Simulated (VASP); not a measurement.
# Ge (Fd-3m) in VASP: notebook, part 2 of 2

VASP 6.6.1.

## Step 5: Single point, PBEsol (23.33 Å³/atom)

This run uses another cell than the first one, of 23.33 Å³/atom.

File INCAR:

```
  ALGO = Normal
  EDIFF = 1E-7
  ENCUT = 520
  GGA = PS
  ISIF = 2
  ISMEAR = -1
  LASPH = T
  LCHARG = F
  LREAL = F
  LWAVE = F
  NBANDS = 21
  NELM = 60
  PREC = Accurate
  SIGMA = 0.15
```

File KPOINTS:

```
k-points
0
Gamma
  14 14 14
```

File POSCAR:

```
Ge
1.0
    0.0000000000      2.8575420357      2.8575420357
    2.8575420357      0.0000000000      2.8575420357
    2.8575420357      2.8575420357      0.0000000000
Ge
2
Direct
    0.5000000000      0.5000000000      0.5000000000
    0.7500000000      0.7500000000      0.7500000000
```

Potentials or basis: VASP PAW PBE potentials, release 64 (Ge_d).

Launch:

```console
$ cat potpaw_PBE.64/Ge_d/POTCAR > POTCAR
$ mpirun -np 1 vasp_std > vasp.out
```

OUTCAR:

```text
EDIFF = 1E-7
   ENCUT = 520
   GGA = PS
   ISIF = 2
   ISMEAR = -1
   LASPH = T
   LREAL = F
   NELM = 60
   PREC = Accurate

 ion  position               nearest neighbor table
   1  0.500  0.500  0.500-   2 2.47   2 2.47   2 2.47   2 2.47
   2  0.750  0.750  0.750-   1 2.47   1 2.47   1 2.47   1 2.47

  LATTYP: Found a face centered cubic cell.
 ALAT       =     5.7150840714

  Lattice vectors:

 A1 = (   0.0000000000,   2.8575420357,   2.8575420357)
 A2 = (   2.8575420357,   0.0000000000,   2.8575420357)
 A3 = (   2.8575420357,   2.8575420357,   0.0000000000)

Analysis of symmetry for initial positions (statically):
=====================================================================
 Subroutine PRICEL returns:
 Original cell was already a primitive cell.

 Routine SETGRP: Setting up the symmetry group for a
 face centered cubic supercell.

 Subroutine GETGRP returns: Found 48 space group operations
 (whereof 24 operations were pure point group operations)
 out of a pool of 48 trial point group operations.

The static configuration has the point symmetry T_d .
 The point group associated with its full space group is O_h .

Analysis of symmetry for dynamics (positions and initial velocities):
=====================================================================
 Subroutine PRICEL returns:
 Original cell was already a primitive cell.

 Routine SETGRP: Setting up the symmetry group for a
 face centered cubic supercell.

 Subroutine GETGRP returns: Found 48 space group operations
 (whereof 24 operations were pure point group operations)
 out of a pool of 48 trial point group operations.

The dynamic configuration has the point symmetry T_d .
 The point group associated with its full space group is O_h .

 Subroutine INISYM returns: Found 48 space group operations
 (whereof 24 operations are pure point group operations),
[... 108 lines left out ...]
   NUPDOWN=      -1.0000    fix difference up-down
   EMIN   =  10.00;   EMAX   =-10.00  energy-range for DOS
   EFERMI =   0.00;   METHOD = LEGACY
   ISMEAR =    -1;   SIGMA  =   0.15  broadening in eV -4-tet -1-fermi 0-gaus
   EFERMI_NEDOS =   21; number of points for ismear=-14 and -15
   IALGO  =     38    algorithm
   IMIX   =      4    mixing-type and parameters
     AMIX     =   0.40;   BMIX     =  1.00
     AMIX_MAG =   1.60;   BMIX_MAG =  1.00
  volume/ion in A,a.u.               =      23.33       157.46
  Fermi-wavevector in a.u.,A,eV,Ry     =   1.380781  2.609298 25.940281  1.906557
  Thomas-Fermi vector in A             =   2.505627
   LORBIT       =      0    0 simple, 1 ext, 2 COOP (PROOUT), +10 PAW based schemes
   GGA     = PS    functional components
   LHFCALC =     F    Hartree Fock is set to
   AEXX    =    0.0000 exact exchange contribution
   IVDW    =     0    specifies the selected vdW correction
   LEPSILON=     F    determine dielectric tensor
   LRPA    =     F    only Hartree local field effects (RPA)
 non-spin polarized calculation
  energy-cutoff  :      520.00
  volume of cell :       46.67
 maximum number of plane-waves:      1283
   NGX = 15   NGY = 15   NGZ = 15

 number of electron      27.9999997 magnetization

 Free energy of the ion-electron system (eV)
  ---------------------------------------------------
  ext. energy  EPLUGINS =         0.00000000
  ---------------------------------------------------
  free energy    TOTEN  =        -9.87346607 eV

  energy without entropy =       -9.86515748  energy(sigma->0) =       -9.86931177

 E-fermi :   4.6220     XC(G=0):  -9.9876

 val. band max:        4.6024956659   @ k =   0.5000   0.0000   0.0000
 cond. band min:       4.6448259170   @ k =   0.4286   0.0000   0.0000
 fundamental gap:      0.0423302511
 Fermi energy:         4.6219512149

 k-point     1 :       0.0000    0.0000    0.0000
  band No.  band energies     occupation
      1     -20.1533      2.00000
      2     -20.1533      2.00000
      3     -20.1533      2.00000
      4     -20.1189      2.00000
      5     -20.1189      2.00000
      6     -19.9227      2.00000
[... 565 lines left out ...]
     20      13.6396      0.00000
     21      14.2522      0.00000

 [... further k-points ...]

------------------------ aborting loop because EDIFF is reached ----------------------------------------

  FORCE on cell =-STRESS in cart. coord.  units (eV):
  Direction    XX          YY          ZZ          XY          YZ          ZX
  --------------------------------------------------------------------------------------
  -------------------------------------------------------------------------------------
  Total       -0.3927177     -0.3927177     -0.3927177      0.0000000      0.0000000      0.0000000
  in kB      -13.4828950    -13.4828950    -13.4828950      0.0000000      0.0000000      0.0000000
  external PRESSURE =     -13.4828950 kB  Pullay stress =       0.0000000 kB

 VOLUME and BASIS-vectors are now :
 -----------------------------------------------------------------------------
  energy-cutoff  :      520.00
  volume of cell :       46.67
      direct lattice vectors                 reciprocal lattice vectors
     0.000000000  2.857542036  2.857542036    -0.174975554  0.174975554  0.174975554
     2.857542036  0.000000000  2.857542036     0.174975554 -0.174975554  0.174975554
     2.857542036  2.857542036  0.000000000     0.174975554  0.174975554 -0.174975554

 POSITION                                       TOTAL-FORCE (eV/Angst)
 -----------------------------------------------------------------------------------
      2.85754      2.85754      2.85754         0.000000      0.000000      0.000000
      4.28631      4.28631      4.28631        -0.000000     -0.000000     -0.000000
 -----------------------------------------------------------------------------------
    total drift:                                0.000000     -0.000000     -0.000000

  FREE ENERGIE OF THE ION-ELECTRON SYSTEM (eV)
  ---------------------------------------------------
  free  energy   TOTEN  =        -9.8734660654 eV

  energy  without entropy=       -9.8651574833  energy(sigma->0) =       -9.86931177
```

stdout:

```text
POSCAR found type information on POSCAR Ge
 POSCAR found :  1 types and       2 ions
 scaLAPACK will be used
 -----------------------------------------------------------------------------
|                                                                             |
|                                                                             |
|     You enforced a specific xc type in the INCAR file but a different       |
|     I HOPE YOU KNOW WHAT YOU ARE DOING!                                     |
|                                                                             |
 -----------------------------------------------------------------------------

 LDA part: xc-table for (Slater+PW92), standard interpolation
 POSCAR, INCAR and KPOINTS ok, starting setup
 FFT: planning ... GRIDC
 FFT: planning ... GRID_SOFT
 FFT: planning ... GRID
 WAVECAR not read
 entering main loop
```

Wall time 40 s (1 thread of Intel Xeon 6975P-C (Granite Rapids), shared host); peak memory 0.21 GiB.

Results:

```yaml
Free_energy: -9.8735 eV
Pressure: -1.3 GPa
Band_gap_on_the_k_mesh: zero (filled and empty bands touch)
```

Caveat: semilocal functionals underestimate gaps, and a narrow one can read as zero; the PAW data sets were made with another functional, which shifts forces and pressure a little.

## Step 6: Summary

```tsv
level	cell	smearing	gap on the mesh (eV)	pressure (GPa)
PBEsol	a = 4.013 Å, angles 60.0°, 2 atoms	gaussian 0.1 eV	none	-0.4
revPBE	a = 4.013 Å, angles 60.0°, 2 atoms	gaussian 0.1 eV	0.03	4.1
PBEsol	a = 4.015 Å, angles 60.0°, 2 atoms	fermi-dirac 0.15 eV	none	-0.4
PBEsol	a = 4.041 Å, angles 60.0°, 2 atoms	fermi-dirac 0.15 eV	none	-1.3
```

Alike in all rows: task single point; potentials or basis VASP PAW PBE potentials, release 64 (Ge_d); no spin polarisation; k mesh 14 × 14 × 14; cutoff (eV) 520.

On the cell as given the gap runs from zero (PBEsol) to 0.03 eV (revPBE). The pressure there spans -0.4 GPa (PBEsol) to 4.1 GPa (revPBE); a positive pressure means that this level wants a larger cell, a negative one a smaller.

Caveats: the PAW data sets were made with another functional, which shifts forces and pressure a little; semilocal functionals underestimate gaps, and a narrow one can read as zero (at least some runs); the cell stands under pressure (at least some runs); the smearing spreads over this small gap (at least some runs).

Total energies depend on the potentials used, so only differences within one code and one set of settings carry meaning.

## Step 7: Comparison with measurements

Step 2. Measured gap of Ge: 0.666 eV (indirect; 293 K; “Electronic and optical properties of SixGe1-x-ySny alloys lattice-matched to Ge”, 2021, arxiv:2109.02782). This calculation gives 0.00 eV (-0.67 eV). 3 values of this kind are on record (0.666 to 0.807 eV); this one was drawn at random among those near their median. Spin-orbit coupling on Ge is left out. The value is that of PBEsol on a finite k mesh, which can miss the band edges, without temperature or zero-point motion. Semilocal functionals fall short of measured gaps as a rule.

The gap in the log of VASP goes by the Fermi energy; the results here count the filled bands.